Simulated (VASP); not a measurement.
# HgTe (F-43m) in VASP: notebook, part 2 of 2

VASP 6.6.1. Earlier steps stand in the parts before.

### Step 3. Elastic constants, LDA

INCAR reads:

```
PREC = Accurate ; ENCUT = 600
EDIFF = 1E-8 ; ISMEAR = -1
SIGMA = 0.05 ; LREAL = F
LASPH = T ; NELM = 100
ALGO = Normal ; ISIF = 3
LWAVE = F ; LCHARG = F
IBRION = 6 ; NFREE = 2
POTIM = 0.015 ; NSW = 1
```

KPOINTS reads:

```
regular mesh
0
Gamma
  5 5 5
```

POSCAR reads:

```
HgTe
1.0
    0.0000000000      3.2145000000      3.2145000000
    3.2145000000      0.0000000000      3.2145000000
    3.2145000000      3.2145000000      0.0000000000
Hg Te
1 1
Direct
    0.0000000000      0.0000000000      0.0000000000
    0.7500000000      0.7500000000      0.7500000000
```

Potentials or basis: VASP PAW LDA potentials, release 64 (Hg, Te).

Run with:

```sh
$ cat potpaw_LDA.64/Hg/POTCAR potpaw_LDA.64/Te/POTCAR > POTCAR
$ mpirun -np 1 vasp_std > vasp.out
```

OUTCAR:

```text
PREC = Accurate
   ENCUT = 600
   EDIFF = 1E-8
   ISMEAR = -1
   LREAL = F
   LASPH = T
   NELM = 100
   ISIF = 3
   IBRION = 6
   NFREE = 2
   POTIM = 0.015
   NSW = 1

 ion  position               nearest neighbor table
   1  0.000  0.000  0.000-   2 2.78   2 2.78   2 2.78   2 2.78
   2  0.750  0.750  0.750-   1 2.78   1 2.78   1 2.78   1 2.78

  LATTYP: Found a face centered cubic cell.
 ALAT       =     6.4290000000

  Lattice vectors:

 A1 = (   0.0000000000,   3.2145000000,   3.2145000000)
 A2 = (   3.2145000000,   0.0000000000,   3.2145000000)
 A3 = (   3.2145000000,   3.2145000000,   0.0000000000)

Analysis of symmetry for initial positions (statically):
=====================================================================
[... 790 lines left out ...]
  x     0.00000    -0.00000    -0.00000    -0.00000    -5.96740     0.00000
  y    -0.00000     0.00000    -0.00000     0.00000     0.00000    -5.96740
  z    -0.00000    -0.00000     0.00000    -5.96740     0.00000    -0.00000

 INTERNAL STRAIN TENSOR FOR ION    2 for displacements in x,y,z  (eV/Angst):
          X           Y           Z          XY          YZ          ZX
  --------------------------------------------------------------------------------
  x     0.00000     0.00000     0.00000     0.00000     5.98520    -0.00000
  y     0.00000     0.00000     0.00000     0.00000     0.00000     5.98520
  z     0.00000     0.00000     0.00000     5.98520     0.00000     0.00000

 Eigenvectors and eigenvalues of the dynamical matrix
 ----------------------------------------------------

   1 f  =    3.569518 THz    22.427944 2PiTHz  119.066307 cm-1    14.762334 meV
             X         Y         Z           dx          dy          dz
      0.000000  0.000000  0.000000    -0.576182    0.238348    0.000000
      4.821750  4.821750  4.821750     0.722424   -0.298844    0.000000
[... 21 lines left out ...]
   6 f/i=    0.000014 THz     0.000087 2PiTHz    0.000461 cm-1     0.000057 meV
             X         Y         Z           dx          dy          dz
      0.000000  0.000000  0.000000     0.781795   -0.000828    0.000176
      4.821750  4.821750  4.821750     0.623534   -0.000660    0.000140

--------------------------------------------------------------------------------------------------------

 ELASTIC MODULI CONTR FROM IONIC RELAXATION (kBar)
 Direction    XX          YY          ZZ          XY          YZ          ZX
 --------------------------------------------------------------------------------
 XX          -0.0000      0.0000      0.0000     -0.0000      0.0000     -0.0000
 YY           0.0000     -0.0000     -0.0000     -0.0000     -0.0000      0.0000
 ZZ           0.0000     -0.0000     -0.0000      0.0000     -0.0000     -0.0000
 XY          -0.0000     -0.0000      0.0000   -211.8624     -0.0000     -0.0000
 YZ           0.0000     -0.0000     -0.0000     -0.0000   -211.8624      0.0000
 ZX          -0.0000      0.0000     -0.0000     -0.0000      0.0000   -211.8624
 --------------------------------------------------------------------------------

 TOTAL ELASTIC MODULI (kBar)
 Direction    XX          YY          ZZ          XY          YZ          ZX
 --------------------------------------------------------------------------------
 XX         592.3072    444.7776    444.7776     -0.0000      0.0000     -0.0000
 YY         444.7776    592.3072    444.7776     -0.0000     -0.0000      0.0000
 ZZ         444.7776    444.7776    592.3072      0.0000     -0.0000     -0.0000
 XY          -0.0000     -0.0000      0.0000    202.7224     -0.0000     -0.0000
 YZ           0.0000     -0.0000     -0.0000     -0.0000    202.7224      0.0000
 ZX          -0.0000      0.0000     -0.0000     -0.0000      0.0000    202.7224
 --------------------------------------------------------------------------------
```

stdout:

```text
POSCAR found type information on POSCAR HgTe
 POSCAR found :  2 types and       2 ions
 scaLAPACK will be used
 LDA part: xc-table for (Slater(with rela. corr.)+CA(PZ))
 , standard interpolation
 POSCAR, INCAR and KPOINTS ok, starting setup
 FFT: planning ... GRIDC
 FFT: planning ... GRID_SOFT
 FFT: planning ... GRID
 WAVECAR not read
 entering main loop
 Found     2 degrees of freedom:
 Adding 6 more for cell shape distortion
 Finite differences POTIM= 0.01500 DOF=   8
 bond charge predicted
 Finite differences progress:
 bond charge predicted
 Finite differences progress:
 bond charge predicted
 Finite differences progress:
 bond charge predicted
 Finite differences progress:
 bond charge predicted
 Finite differences progress:
 bond charge predicted
 Finite differences progress:
 bond charge predicted
 Finite differences progress:
 bond charge predicted
 Finite differences progress:
 bond charge predicted
 Finite differences progress:
 bond charge predicted
 Finite differences progress:
 bond charge predicted
 Finite differences progress:
 bond charge predicted
 Finite differences progress:
 bond charge predicted
 Finite differences progress:
 bond charge predicted
 Finite differences progress:
 bond charge predicted
 Finite differences progress:
 bond charge predicted
 Finite differences progress:
```

It took 2.9 min on 1 thread of Intel Xeon 6975P-C (Granite Rapids), shared host; peak memory 0.22 GiB.

What came out:

```
Elastic constants C11, C12, C44                         : 59, 44, 20 GPa
Voigt bulk modulus                                      : 49 GPa
Highest phonon frequency at Γ, LO-TO splitting left out : 119 cm⁻¹
```

Phonon frequencies in cm⁻¹ (negative: imaginary):
```csv
q point,frequencies
"(0.000, 0.000, 0.000)",0 0 0 119 119 119
```

Elastic tensor in Voigt notation (GPa, in the Cartesian axes of the cell as first typed):
```
59 44 44  0  0  0
44 59 44  0  0  0
44 44 59  0  0  0
 0  0  0 20  0  0
 0  0  0  0 20  0
 0  0  0  0  0 20
```

Clamped-ion elastic tensor (GPa):
```
59 44 44  0  0  0
44 59 44  0  0  0
44 44 59  0  0  0
 0  0  0 41  0  0
 0  0  0  0 41  0
 0  0  0  0  0 41
```

Caveat: spin-orbit coupling is left out, which moves the levels of the heavy elements.

### Step 4. Elastic constants, PBE

INCAR reads:

```
SYSTEM = HgTe
PREC = Accurate
ENCUT = 600
EDIFF = 1E-8
ISMEAR = -1
SIGMA = 0.05
LREAL = .False.
LASPH = .True.
NELM = 80
ALGO = Normal
ISIF = 3
LWAVE = .False.
LCHARG = .False.
GGA = PE
NBANDS = 16
IBRION = 6
NFREE = 2
POTIM = 0.015
NSW = 1
```

KPOINTS reads:

```
Automatic mesh
0
Gamma
  5 5 5
  0 0 0
```

POSCAR is that of step 3.

Potentials or basis: VASP PAW PBE potentials, release 64 (Hg, Te).

Run with:

```sh
$ cat potpaw_PBE.64/Hg/POTCAR potpaw_PBE.64/Te/POTCAR > POTCAR
$ mpirun -np 1 vasp_std > vasp.out
```

OUTCAR:

```text
SYSTEM = HgTe
   PREC = Accurate
   ENCUT = 600
   EDIFF = 1E-8
   ISMEAR = -1
   LREAL = .False.
   LASPH = .True.
   NELM = 80
   ISIF = 3
   GGA = PE
   IBRION = 6
   NFREE = 2
   POTIM = 0.015
   NSW = 1

 ion  position               nearest neighbor table
   1  0.000  0.000  0.000-   2 2.78   2 2.78   2 2.78   2 2.78
   2  0.750  0.750  0.750-   1 2.78   1 2.78   1 2.78   1 2.78

  LATTYP: Found a face centered cubic cell.
 ALAT       =     6.4290000000

  Lattice vectors:

 A1 = (   0.0000000000,   3.2145000000,   3.2145000000)
 A2 = (   3.2145000000,   0.0000000000,   3.2145000000)
 A3 = (   3.2145000000,   3.2145000000,   0.0000000000)

Analysis of symmetry for initial positions (statically):
=====================================================================
 Subroutine PRICEL returns:
 Original cell was already a primitive cell.

 Routine SETGRP: Setting up the symmetry group for a
 face centered cubic supercell.

 Subroutine GETGRP returns: Found 24 space group operations
 (whereof 24 operations were pure point group operations)
 out of a pool of 48 trial point group operations.

The static configuration has the point symmetry T_d .

Analysis of symmetry for dynamics (positions and initial velocities):
=====================================================================
 Subroutine PRICEL returns:
 Original cell was already a primitive cell.

 Routine SETGRP: Setting up the symmetry group for a
 face centered cubic supercell.

 Subroutine GETGRP returns: Found 24 space group operations
 (whereof 24 operations were pure point group operations)
 out of a pool of 48 trial point group operations.

The dynamic configuration has the point symmetry T_d .

 Subroutine INISYM returns: Found 24 space group operations
 (whereof 24 operations are pure point group operations),
 and found     1 'primitive' translations

----------------------------------------------------------------------------------------

                                     Primitive cell

  volume of cell :      66.4309

  direct lattice vectors                    reciprocal lattice vectors
     0.000000000  3.214500000  3.214500000    -0.155545186  0.155545186  0.155545186
     3.214500000  0.000000000  3.214500000     0.155545186 -0.155545186  0.155545186
     3.214500000  3.214500000  0.000000000     0.155545186  0.155545186 -0.155545186

  length of vectors
     4.545989496  4.545989496  4.545989496     0.269412165  0.269412165  0.269412165

  position of ions in fractional coordinates (direct lattice)
     0.000000000  0.000000000  0.000000000
[... 217 lines left out ...]
[... ionic steps 4 to 14 ...]

--------------------------------------- Ionic step       15  -------------------------------------------

 number of electron      18.0000000 magnetization

------------------------ aborting loop because EDIFF is reached ----------------------------------------
[... 67 lines left out ...]
--------------------------------------- Ionic step       17  -------------------------------------------

 number of electron      18.0000000 magnetization

 Free energy of the ion-electron system (eV)
  ---------------------------------------------------
  ext. energy  EPLUGINS =         0.00000000
  ---------------------------------------------------
  free energy    TOTEN  =        -3.52388595 eV

  energy without entropy =       -3.52234357  energy(sigma->0) =       -3.52311476

 E-fermi :   3.3190     XC(G=0):  -8.8118

 val. band max:        3.2903558237   @ k =   0.0000   0.0000   0.0000
 cond. band min:       4.0087769006   @ k =   0.4000   0.0000   0.0000
 fundamental gap:      0.7184210769
 Fermi energy:         3.3190381732

 k-point     1 :       0.0000    0.0000    0.0000
  band No.  band energies     occupation
      1      -8.8205      2.00000
      2      -4.1917      2.00000
      3      -4.1785      2.00000
      4      -4.1650      2.00000
      5      -3.6305      2.00000
      6      -3.6302      2.00000
[... 433 lines left out ...]
      3      -3.8778      2.00000
      4      -3.7674      2.00000
      5      -3.5919      2.00000
      6      -3.0639      2.00000
[... 8 lines left out ...]
     15      13.2541      0.00000
     16      15.2151      0.00000

 [... further k-points ...]

------------------------ aborting loop because EDIFF is reached ----------------------------------------

  FORCE on cell =-STRESS in cart. coord.  units (eV):
  Direction    XX          YY          ZZ          XY          YZ          ZX
  --------------------------------------------------------------------------------------
  -------------------------------------------------------------------------------------
  Total        1.9975494      1.9996865      1.9996865      0.0000000     -0.1077051      0.0000000
  in kB       48.1767870     48.2283297     48.2283297      0.0000000     -2.5976257      0.0000000
  external PRESSURE =      48.2111488 kB  Pullay stress =       0.0000000 kB
[... 17 lines left out ...]
  FREE ENERGIE OF THE ION-ELECTRON SYSTEM (eV)
  ---------------------------------------------------
  free  energy   TOTEN  =        -3.5238859541 eV

  energy  without entropy=       -3.5223435651  energy(sigma->0) =       -3.52311476

 INTERNAL STRAIN TENSORS FROM STRAINED CELLS
 ============================================

 INTERNAL STRAIN TENSOR FOR ION    1 for displacements in x,y,z  (eV/Angst):
          X           Y           Z          XY          YZ          ZX
  --------------------------------------------------------------------------------
  x    -0.00000     0.00000    -0.00000     0.00000    -7.19204     0.00000
  y    -0.00000     0.00000     0.00000     0.00000     0.00000    -7.19204
  z    -0.00000     0.00000    -0.00000    -7.19195     0.00000    -0.00000

 INTERNAL STRAIN TENSORS FROM DISPLACED ATOMS
 ============================================

 INTERNAL STRAIN TENSOR FOR ION    1 for displacements in x,y,z  (eV/Angst):
          X           Y           Z          XY          YZ          ZX
  --------------------------------------------------------------------------------
  x     0.00000     0.00000     0.00000    -0.00000    -7.17494     0.00000
  y     0.00000     0.00000     0.00000    -0.00000    -0.00000    -7.17494
  z     0.00000     0.00000     0.00000    -7.17494     0.00000    -0.00000

 INTERNAL STRAIN TENSOR FOR ION    2 for displacements in x,y,z  (eV/Angst):
          X           Y           Z          XY          YZ          ZX
  --------------------------------------------------------------------------------
  x     0.00000     0.00000     0.00000     0.00000     7.17752     0.00000
  y     0.00000     0.00000     0.00000     0.00000     0.00000     7.17752
  z     0.00000     0.00000     0.00000     7.17752     0.00000     0.00000

 Eigenvectors and eigenvalues of the dynamical matrix
 ----------------------------------------------------

   1 f  =    3.691146 THz    23.192154 2PiTHz  123.123376 cm-1    15.265346 meV
             X         Y         Z           dx          dy          dz
      0.000000  0.000000  0.000000     0.000000    0.623561    0.000000
      4.821750  4.821750  4.821750     0.000000   -0.781774    0.000000
[... 21 lines left out ...]
   6 f/i=    0.000113 THz     0.000708 2PiTHz    0.003758 cm-1     0.000466 meV
             X         Y         Z           dx          dy          dz
      0.000000  0.000000  0.000000     0.000000    0.000000    0.781774
      4.821750  4.821750  4.821750     0.000000    0.000000    0.623561

--------------------------------------------------------------------------------------------------------

 ELASTIC MODULI CONTR FROM IONIC RELAXATION (kBar)
 Direction    XX          YY          ZZ          XY          YZ          ZX
 --------------------------------------------------------------------------------
 XX          -0.0000     -0.0000     -0.0000      0.0000      0.0000      0.0000
 YY          -0.0000     -0.0000     -0.0000      0.0000      0.0000      0.0000
 ZZ          -0.0000     -0.0000     -0.0000      0.0000      0.0000      0.0000
 XY           0.0000      0.0000      0.0000   -285.6746     -0.0000     -0.0000
 YZ           0.0000      0.0000      0.0000     -0.0000   -285.6746     -0.0000
 ZX           0.0000      0.0000      0.0000     -0.0000     -0.0000   -285.6746
 --------------------------------------------------------------------------------

 TOTAL ELASTIC MODULI (kBar)
 Direction    XX          YY          ZZ          XY          YZ          ZX
 --------------------------------------------------------------------------------
 XX         590.2262    492.5275    492.5275      0.0000      0.0000     -0.0000
 YY         492.5275    590.2262    492.5275      0.0000     -0.0000     -0.0000
 ZZ         492.5275    492.5275    590.2262      0.0000      0.0000      0.0000
 XY           0.0000      0.0000      0.0000    156.0285      0.0000     -0.0000
 YZ           0.0000     -0.0000      0.0000      0.0000    156.0285      0.0000
 ZX          -0.0000     -0.0000      0.0000     -0.0000      0.0000    156.0285
 --------------------------------------------------------------------------------
```

stdout:

```text
POSCAR found type information on POSCAR HgTe
 POSCAR found :  2 types and       2 ions
 scaLAPACK will be used
 LDA part: xc-table for (Slater+PW92), standard interpolation
 POSCAR, INCAR and KPOINTS ok, starting setup
 FFT: planning ... GRIDC
 FFT: planning ... GRID_SOFT
 FFT: planning ... GRID
 WAVECAR not read
 entering main loop
 Found     2 degrees of freedom:
 Adding 6 more for cell shape distortion
 Finite differences POTIM= 0.01500 DOF=   8
 bond charge predicted
 Finite differences progress:
 bond charge predicted
 Finite differences progress:
 bond charge predicted
 Finite differences progress:
 bond charge predicted
 Finite differences progress:
 bond charge predicted
 Finite differences progress:
 bond charge predicted
 Finite differences progress:
 bond charge predicted
 Finite differences progress:
 bond charge predicted
 Finite differences progress:
 bond charge predicted
 Finite differences progress:
 bond charge predicted
 Finite differences progress:
 bond charge predicted
 Finite differences progress:
 bond charge predicted
 Finite differences progress:
 bond charge predicted
 Finite differences progress:
 bond charge predicted
 Finite differences progress:
 bond charge predicted
 Finite differences progress:
 bond charge predicted
 Finite differences progress:
```

It took 4.9 min on 1 thread of Intel Xeon 6975P-C (Granite Rapids), shared host; peak memory 0.26 GiB.

What came out:

```yaml
Elastic_constants_C11_C12_C44: 59, 49, 16 GPa
Voigt_bulk_modulus: 53 GPa
Highest_phonon_frequency_at_Γ_LO-TO_splitting_left_out: 123 cm⁻¹
```

Phonon frequencies in cm⁻¹ (negative: imaginary):
```tsv
q point	frequencies
(0.000, 0.000, 0.000)	0 0 0 123 123 123
```

Elastic tensor in Voigt notation (GPa, in the Cartesian axes of the cell as first typed):
```
59 49 49  0  0  0
49 59 49  0  0  0
49 49 59  0  0  0
 0  0  0 16  0  0
 0  0  0  0 16  0
 0  0  0  0  0 16
```

Clamped-ion elastic tensor (GPa):
```
59 49 49  0  0  0
49 59 49  0  0  0
49 49 59  0  0  0
 0  0  0 44  0  0
 0  0  0  0 44  0
 0  0  0  0  0 44
```

Caveat: the cell is under stress, which shifts elastic constants; spin-orbit coupling is left out, which moves the levels of the heavy elements.
